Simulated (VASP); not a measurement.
# Ba2SiSbO6 (Fm-3m) in VASP: notebook

The runs below take Ba2SiSbO6 through single point, with PBE.

Program: VASP 6.6.1. These are calculated values, not measurements. Logs are shortened: lines on timing, memory, paths and dates and some standing lists are left out, and cuts for length are marked.

### 1 The cell of the first run

Symmetry: Fm-3m, No. 225, cubic system. Conventional cell: a = 8.338 Å, b = 8.338 Å, c = 8.338 Å, α = 90.00°, β = 90.00°, γ = 90.00°. Si (site symmetry m-3m) has 6 O at 2.21 Å within 2.9 Å. Within 2.6 Å of O (site symmetry 4mm) lie 1 Sb at 1.96 Å and 1 Si at 2.21 Å. Sb (site symmetry m-3m) has 6 O at 1.96 Å within 2.6 Å. Ba (site symmetry -43m) has 12 O at 2.95 Å and 4 Si at 3.61 Å and 4 Sb at 3.61 Å within 3.9 Å.

### 2 Single point, PBE

The input, INCAR:

```
SYSTEM = Ba2SiSbO6
  ALGO = Normal
  EDIFF = 1E-6
  ENCUT = 520
  GGA = PE
  ISIF = 2
  ISMEAR = 1
  LASPH = .True.
  LCHARG = .False.
  LREAL = .False.
  LWAVE = .False.
  NBANDS = 44
  NELM = 60
  PREC = Accurate
  SIGMA = 0.0277
```

The input, KPOINTS:

```
k-points
0
Gamma
  4 4 4
  0 0 0
```

The input, POSCAR:

```
Ba2SiSbO6
1.0
    0.0000000000      4.1690350000      4.1690350000
    4.1690350000      0.0000000000      4.1690350000
    4.1690350000      4.1690350000      0.0000000000
Si O Sb Ba
1 6 1 2
Direct
    0.5000000000      0.5000000000      0.5000000000
    0.7650000000      0.2350000000      0.2350000000
    0.2350000000      0.7650000000      0.2350000000
    0.2350000000      0.7650000000      0.7650000000
    0.7650000000      0.2350000000      0.7650000000
    0.2350000000      0.2350000000      0.7650000000
    0.7650000000      0.7650000000      0.2350000000
    0.0000000000      0.0000000000      0.0000000000
    0.2500000000      0.2500000000      0.2500000000
    0.7500000000      0.7500000000      0.7500000000
```

Potentials or basis: VASP PAW PBE potentials, release 64 (Si, O, Sb, Ba_sv).

Run with:

```bash
> cat potpaw_PBE.64/Si/POTCAR potpaw_PBE.64/O/POTCAR potpaw_PBE.64/Sb/POTCAR potpaw_PBE.64/Ba_sv/POTCAR > POTCAR
> mpirun -np 1 vasp_std > vasp.out
```

OUTCAR:

```text
SYSTEM = Ba2SiSbO6
   EDIFF = 1E-6
   ENCUT = 520
   GGA = PE
   ISIF = 2
   ISMEAR = 1
   LASPH = .True.
   LREAL = .False.
   NELM = 60
   PREC = Accurate

 ion  position               nearest neighbor table
   1  0.500  0.500  0.500-   2 2.21   3 2.21   4 2.21   5 2.21   6 2.21   7 2.21   9 3.61   9 3.61
                             9 3.61  10 3.61  10 3.61  10 3.61  10 3.61   9 3.61
   2  0.765  0.235  0.235-   8 1.96   1 2.21   9 2.95  10 2.95  10 2.95   9 2.95
   3  0.235  0.765  0.235-   8 1.96   1 2.21   9 2.95  10 2.95  10 2.95   9 2.95
   4  0.235  0.765  0.765-   8 1.96   1 2.21  10 2.95   9 2.95   9 2.95  10 2.95
   5  0.765  0.235  0.765-   8 1.96   1 2.21  10 2.95   9 2.95   9 2.95  10 2.95
   6  0.235  0.235  0.765-   8 1.96   1 2.21   9 2.95  10 2.95  10 2.95   9 2.95
   7  0.765  0.765  0.235-   8 1.96   1 2.21  10 2.95   9 2.95   9 2.95  10 2.95
   8  0.000  0.000  0.000-   2 1.96   3 1.96   4 1.96   5 1.96   6 1.96   7 1.96  10 3.61  10 3.61
                            10 3.61   9 3.61   9 3.61   9 3.61  10 3.61   9 3.61
   9  0.250  0.250  0.250-   2 2.95   3 2.95   6 2.95   7 2.95   7 2.95   5 2.95   6 2.95   4 2.95
                             5 2.95   4 2.95   2 2.95   3 2.95   8 3.61   8 3.61   8 3.61   1 3.61
  10  0.750  0.750  0.750-   4 2.95   5 2.95   7 2.95   6 2.95   6 2.95   7 2.95   2 2.95   2 2.95
                             3 2.95   3 2.95   4 2.95   5 2.95   1 3.61   8 3.61   8 3.61   1 3.61

  LATTYP: Found a face centered cubic cell.
 ALAT       =     8.3380700000

  Lattice vectors:

 A1 = (   0.0000000000,   4.1690350000,   4.1690350000)
 A2 = (   4.1690350000,   0.0000000000,   4.1690350000)
 A3 = (   4.1690350000,   4.1690350000,   0.0000000000)

Analysis of symmetry for initial positions (statically):
=====================================================================
 Subroutine PRICEL returns:
 Original cell was already a primitive cell.

 Routine SETGRP: Setting up the symmetry group for a
 face centered cubic supercell.

 Subroutine GETGRP returns: Found 48 space group operations
 (whereof 48 operations were pure point group operations)
 out of a pool of 48 trial point group operations.

The static configuration has the point symmetry O_h .

Analysis of symmetry for dynamics (positions and initial velocities):
=====================================================================
 Subroutine PRICEL returns:
 Original cell was already a primitive cell.

 Routine SETGRP: Setting up the symmetry group for a
 face centered cubic supercell.

 Subroutine GETGRP returns: Found 48 space group operations
 (whereof 48 operations were pure point group operations)
 out of a pool of 48 trial point group operations.

The dynamic configuration has the point symmetry O_h .

 Subroutine INISYM returns: Found 48 space group operations
 (whereof 48 operations are pure point group operations),
 and found     1 'primitive' translations

----------------------------------------------------------------------------------------

                                     Primitive cell

  volume of cell :     144.9228

  direct lattice vectors                    reciprocal lattice vectors
     0.000000000  4.169035000  4.169035000    -0.119931831  0.119931831  0.119931831
     4.169035000  0.000000000  4.169035000     0.119931831 -0.119931831  0.119931831
     4.169035000  4.169035000  0.000000000     0.119931831  0.119931831 -0.119931831

  length of vectors
     5.895905839  5.895905839  5.895905839     0.207728024  0.207728024  0.207728024

  position of ions in fractional coordinates (direct lattice)
     0.500000000  0.500000000  0.500000000
     0.765000000  0.235000000  0.235000000
     0.235000000  0.765000000  0.235000000
     0.235000000  0.765000000  0.765000000
     0.765000000  0.235000000  0.765000000
     0.235000000  0.235000000  0.765000000
     0.765000000  0.765000000  0.235000000
     0.000000000  0.000000000  0.000000000
     0.250000000  0.250000000  0.250000000
     0.750000000  0.750000000  0.750000000

  ion indices of the primitive-cell ions
   primitive index   ion index
                 1           1
                 2           2
                 3           3
                 4           4
                 5           5
                 6           6
                 7           7
                 8           8
                 9           9
                10          10

----------------------------------------------------------------------------------------

 KPOINTS: k-points

Automatic generation of k-mesh.
 Grid dimensions read from file:
 generate k-points for:    4    4    4

 Generating k-lattice:

  Cartesian coordinates                     Fractional coordinates (reciprocal lattice)
    -0.029982958  0.029982958  0.029982958     0.250000000  0.000000000  0.000000000
     0.029982958 -0.029982958  0.029982958     0.000000000  0.250000000  0.000000000
     0.029982958  0.029982958 -0.029982958     0.000000000  0.000000000  0.250000000

  Length of vectors
     0.051932006  0.051932006  0.051932006

  Shift w.r.t. Gamma in fractional coordinates (k-lattice)
     0.000000000  0.000000000  0.000000000

 Subroutine IBZKPT returns following result:
 ===========================================

 Found      8 irreducible k-points:

 Following reciprocal coordinates:
            Coordinates               Weight
  0.000000  0.000000  0.000000      1.000000
  0.250000  0.000000  0.000000      8.000000
  0.500000  0.000000  0.000000      4.000000
  0.250000  0.250000  0.000000      6.000000
  0.500000  0.250000  0.000000     24.000000
 -0.250000  0.250000  0.000000     12.000000
  0.500000  0.500000  0.000000      3.000000
 -0.250000  0.500000  0.250000      6.000000
   k-points           NKPTS =      8   k-points in BZ     NKDIM =      8   number of bands    NBANDS=     44
   number of dos      NEDOS =    301   number of ions     NIONS =     10
   total plane-waves  NPLWV = 110592
   dimension x,y,z NGX =    48 NGY =   48 NGZ =   48
   dimension x,y,z NGXF=    96 NGYF=   96 NGZF=   96
   ions per type =               1   6   1   2
   NGX,Y,Z   is equivalent  to a cutoff of  13.53, 13.53, 13.53 a.u.
   NGXF,Y,Z  is equivalent  to a cutoff of  27.07, 27.07, 27.07 a.u.
 SYSTEM =  Ba2SiSbO6
   PREC   = accura    normal or accurate (medium, high low for compatibility)
   ISTART =      0    job   : 0-new  1-cont  2-samecut
   ICHARG =      2    charge: 1-file 2-atom 10-const
   ISPIN  =      1    spin polarized calculation?
   LNONCOLLINEAR =      F non collinear calculations
   LSORBIT =      F    spin-orbit coupling
   LASPH  =      T    aspherical Exc in radial PAW
   ENCUT  =  520.0 eV  38.22 Ry    6.18 a.u.  10.96 10.96 10.96*2*pi/ulx,y,z
   NELM   =     60;   NELMIN=  2; NELMDL= -5     # of ELM steps
   EDIFF  = 0.1E-05   stopping-criterion for ELM
   LREAL  =      F    real-space projection
   EDIFFG = 0.1E-04   stopping-criterion for IOM
   NSW    =      0    number of steps for IOM
   IBRION =     -1    ionic relax: 0-MD 1-quasi-New 2-CG
   NFREE  =      0    steps in history (QN), initial steepest desc. (CG)
   ISIF   =      2    stress and relaxation
   ISYM   =      2    0-nonsym 1-usesym 2-fastsym
   POTIM  = 0.5000    time-step for ionic-motion
   TEBEG  =    0.0;   TEEND  =   0.0 temperature during run
   PSTRESS=    0.0 pullay stress
   NELECT =      65.0000    total number of electrons
   NUPDOWN=      -1.0000    fix difference up-down
   EMIN   =  10.00;   EMAX   =-10.00  energy-range for DOS
   EFERMI =   0.00;   METHOD = LEGACY
   ISMEAR =     1;   SIGMA  =   0.03  broadening in eV -4-tet -1-fermi 0-gaus
   EFERMI_NEDOS =   21; number of points for ismear=-14 and -15
   IALGO  =     38    algorithm
   IMIX   =      4    mixing-type and parameters
     AMIX     =   0.40;   BMIX     =  1.00
     AMIX_MAG =   1.60;   BMIX_MAG =  1.00
  volume/ion in A,a.u.               =      14.49        97.80
  Fermi-wavevector in a.u.,A,eV,Ry     =   1.253142  2.368096 21.366123  1.570366
  Thomas-Fermi vector in A             =   2.387009
   LORBIT       =      0    0 simple, 1 ext, 2 COOP (PROOUT), +10 PAW based schemes
   GGA     = PE    functional components
   LHFCALC =     F    Hartree Fock is set to
   AEXX    =    0.0000 exact exchange contribution
   IVDW    =     0    specifies the selected vdW correction
   LEPSILON=     F    determine dielectric tensor
   LRPA    =     F    only Hartree local field effects (RPA)
 non-spin polarized calculation
 Methfessel and Paxton  Order N= 1 SIGMA  =   0.03
  energy-cutoff  :      520.00
  volume of cell :      144.92
 maximum number of plane-waves:      3928
 NGX is ok and might be reduce to    48
   NGX = 21   NGY = 21   NGZ = 21

 number of electron      64.9999983 magnetization

 Free energy of the ion-electron system (eV)
  ---------------------------------------------------
  ext. energy  EPLUGINS =         0.00000000
  ---------------------------------------------------
  free energy    TOTEN  =       -62.58731845 eV

  energy without entropy =      -62.58726022  energy(sigma->0) =      -62.58729904

 E-fermi :   5.2818     XC(G=0): -10.5763

 val. band max:        4.8195967834   @ k =  -0.2500   0.2500   0.0000
 cond. band min:       5.3010827405   @ k =   0.5000   0.2500   0.0000
 fundamental gap:      0.4814859571
 Fermi energy:         5.2818142228

 k-point     1 :       0.0000    0.0000    0.0000
  band No.  band energies     occupation
      1     -21.5522      2.00000
      2     -21.3974      2.00000
      3     -14.6798      2.00000
      4     -13.1828      2.00000
      5     -13.1828      2.00000
      6     -13.1828      2.00000
[... 36 lines left out ...]
     43      11.3637      0.00000
     44      11.9545      0.00000

 k-point     2 :       0.2500    0.0000    0.0000
  band No.  band energies     occupation
      1     -21.5241      2.00000
      2     -21.4149      2.00000
      3     -14.6673      2.00000
      4     -13.3668      2.00000
      5     -13.1440      2.00000
      6     -13.1440      2.00000
[... 36 lines left out ...]
     43      11.8276      0.00000
     44      12.0152      0.00000

 k-point     3 :       0.5000    0.0000    0.0000
  band No.  band energies     occupation
      1     -21.4646      2.00000
      2     -21.4637      2.00000
      3     -14.6458      2.00000
      4     -13.5500      2.00000
      5     -13.0956      2.00000
      6     -13.0956      2.00000
[... 36 lines left out ...]
     43      11.4367      0.00000
     44      11.4367      0.00000

 k-point     4 :       0.2500    0.2500    0.0000
  band No.  band energies     occupation
      1     -21.5189      2.00000
      2     -21.4163      2.00000
      3     -14.6711      2.00000
      4     -13.2333      2.00000
      5     -13.2333      2.00000
      6     -13.2115      2.00000
[... 36 lines left out ...]
     43      11.8040      0.00000
     44      11.9437      0.00000

 k-point     5 :       0.5000    0.2500    0.0000
  band No.  band energies     occupation
      1     -21.4800      2.00000
      2     -21.4442      2.00000
      3     -14.6556      2.00000
      4     -13.4465      2.00000
      5     -13.1999      2.00000
      6     -13.1439      2.00000
[... 36 lines left out ...]
     43      11.5488      0.00000
     44      11.9077      0.00000

 k-point     6 :      -0.2500    0.2500    0.0000
  band No.  band energies     occupation
      1     -21.4897      2.00000
      2     -21.4383      2.00000
      3     -14.6540      2.00000
      4     -13.4504      2.00000
      5     -13.2247      2.00000
      6     -13.0973      2.00000
[... 36 lines left out ...]
     43      11.4477      0.00000
     44      11.9109      0.00000

 k-point     7 :       0.5000    0.5000    0.0000
  band No.  band energies     occupation
      1     -21.4849      2.00000
      2     -21.4350      2.00000
      3     -14.6700      2.00000
      4     -13.2817      2.00000
      5     -13.2817      2.00000
      6     -13.1553      2.00000
[... 36 lines left out ...]
     43      12.0728      0.00000
     44      12.0732      0.00000

 k-point     8 :      -0.2500    0.5000    0.2500
  band No.  band energies     occupation
      1     -21.4601      2.00000
      2     -21.4601      2.00000
      3     -14.6535      2.00000
      4     -13.4216      2.00000
      5     -13.2180      2.00000
      6     -13.2180      2.00000
[... 36 lines left out ...]
     43      11.6500      0.00000
     44      11.9975      0.00000

------------------------ aborting loop because EDIFF is reached ----------------------------------------

  FORCE on cell =-STRESS in cart. coord.  units (eV):
  Direction    XX          YY          ZZ          XY          YZ          ZX
  --------------------------------------------------------------------------------------
  -------------------------------------------------------------------------------------
  Total       -0.1901457     -0.1901457     -0.1901457     -0.0000000     -0.0000000     -0.0000000
  in kB       -2.1021340     -2.1021340     -2.1021340     -0.0000000     -0.0000000     -0.0000000
  external PRESSURE =      -2.1021340 kB  Pullay stress =       0.0000000 kB

 VOLUME and BASIS-vectors are now :
 -----------------------------------------------------------------------------
  energy-cutoff  :      520.00
  volume of cell :      144.92
      direct lattice vectors                 reciprocal lattice vectors
     0.000000000  4.169035000  4.169035000    -0.119931831  0.119931831  0.119931831
     4.169035000  0.000000000  4.169035000     0.119931831 -0.119931831  0.119931831
     4.169035000  4.169035000  0.000000000     0.119931831  0.119931831 -0.119931831

 POSITION                                       TOTAL-FORCE (eV/Angst)
 -----------------------------------------------------------------------------------
      4.16904      4.16904      4.16904         0.000000      0.000000     -0.000000
      1.95945      4.16904      4.16904         2.906467      0.000000     -0.000000
      4.16904      1.95945      4.16904         0.000000      2.906467     -0.000000
      6.37862      4.16904      4.16904        -2.906467      0.000000     -0.000000
      4.16904      6.37862      4.16904         0.000000     -2.906467     -0.000000
      4.16904      4.16904      1.95945         0.000000      0.000000      2.906467
      4.16904      4.16904      6.37862         0.000000      0.000000     -2.906467
      0.00000      0.00000      0.00000         0.000000      0.000000     -0.000000
      2.08452      2.08452      2.08452        -0.000000      0.000000      0.000000
      6.25355      6.25355      6.25355         0.000000      0.000000     -0.000000
 -----------------------------------------------------------------------------------
    total drift:                               -0.000000     -0.000000     -0.000000

  FREE ENERGIE OF THE ION-ELECTRON SYSTEM (eV)
  ---------------------------------------------------
  free  energy   TOTEN  =       -62.5873184546 eV

  energy  without entropy=      -62.5872602211  energy(sigma->0) =      -62.58729904
```

Wall time 70 s (1 thread of Intel Xeon Platinum 8488C (Sapphire Rapids), shared host); peak memory 0.34 GiB.

Results:

| Item | Value |
| --- | --- |
| Free energy | -62.5873 eV |
| Pressure | -0.2 GPa |
| Largest force | 2.906 eV/Å |
| Band gap on the k mesh | zero (an odd number of electrons rules out a gap without spin polarisation) |

Forces on the atoms (eV/Å):
```
Si   0.000  0.000  0.000
O    2.906  0.000  0.000
O    0.000  2.906  0.000
O   -2.906  0.000  0.000
O    0.000 -2.906  0.000
O    0.000  0.000  2.906
O    0.000  0.000 -2.906
Sb   0.000  0.000  0.000
Ba   0.000  0.000  0.000
Ba   0.000  0.000  0.000
```

Caveat: spin-orbit coupling is left out, which moves the levels of the heavy elements; an odd number of electrons without spin polarisation forces a metal; a magnetic or distorted state may lie lower.

### 3 Single point, PBE

The input, INCAR:

```
PREC     = Accurate       # precision mode
ENCUT    = 520            # plane-wave cutoff, eV
EDIFF    = 1E-6           # SCF threshold, eV
ISMEAR   = 1              # smearing method
SIGMA    = 0.0277         # smearing width, eV
LREAL    = False          # projectors in reciprocal space
LASPH    = True           # aspherical terms in the spheres
NELM     = 100            # most SCF steps
ALGO     = Normal         # electronic algorithm
ISIF     = 2              # what is computed and relaxed
LWAVE    = False          # write WAVECAR
LCHARG   = False          # write CHGCAR
GGA      = PE             # functional
NBANDS   = 44             # bands
NELECT   = 64.0
```

The input, KPOINTS:

```
Automatic mesh
0
Gamma
  4 4 4
```

POSCAR is that of step 2.

Potentials or basis: VASP PAW PBE potentials, release 64 (Si, O, Sb, Ba_sv).

Run with:

```bash
> cat potpaw_PBE.64/Si/POTCAR potpaw_PBE.64/O/POTCAR potpaw_PBE.64/Sb/POTCAR potpaw_PBE.64/Ba_sv/POTCAR > POTCAR
> mpirun -np 1 vasp_std > vasp.out
```

Wall time 71 s (1 thread of Intel Xeon Platinum 8488C (Sapphire Rapids), shared host); peak memory 0.34 GiB.

The run converged. Its results:

* Free energy: -66.7340 eV
* Largest force: 3.601 eV/Å

Forces on the atoms (eV/Å):
```
Si   0.000  0.000  0.000
O    3.601  0.000  0.000
O    0.000  3.601  0.000
O   -3.601  0.000  0.000
O    0.000 -3.601  0.000
O    0.000  0.000  3.601
O    0.000  0.000 -3.601
Sb   0.000  0.000  0.000
Ba   0.000  0.000  0.000
Ba   0.000  0.000  0.000
```

Levels at points of the mesh, in eV from the Fermi level:
```tsv
k point	band 29	band 30	band 31	band 32	band 33	band 34	band 35	band 36
(0.00, 0.00, 0.00)	-0.59	-0.59	0.03	0.03	0.03	4.30	4.30	4.30
(0.50, 0.00, 0.00)	-0.68	-0.33	-0.33	-0.29	1.00	3.08	6.19	6.19
(0.50, 0.50, 0.00)	-1.11	-0.87	-0.87	-0.03	2.01	5.62	5.62	5.84
```

Caveat: the cell carries a net charge on a neutralising background, which shifts energy and pressure; the cell is charged against a uniform background, so pressure and absolute levels hang on convention; spin-orbit coupling is left out, which moves the levels of the heavy elements; forces of over 1 eV/Å act on the atoms, so gaps and moduli don't describe the material at rest.
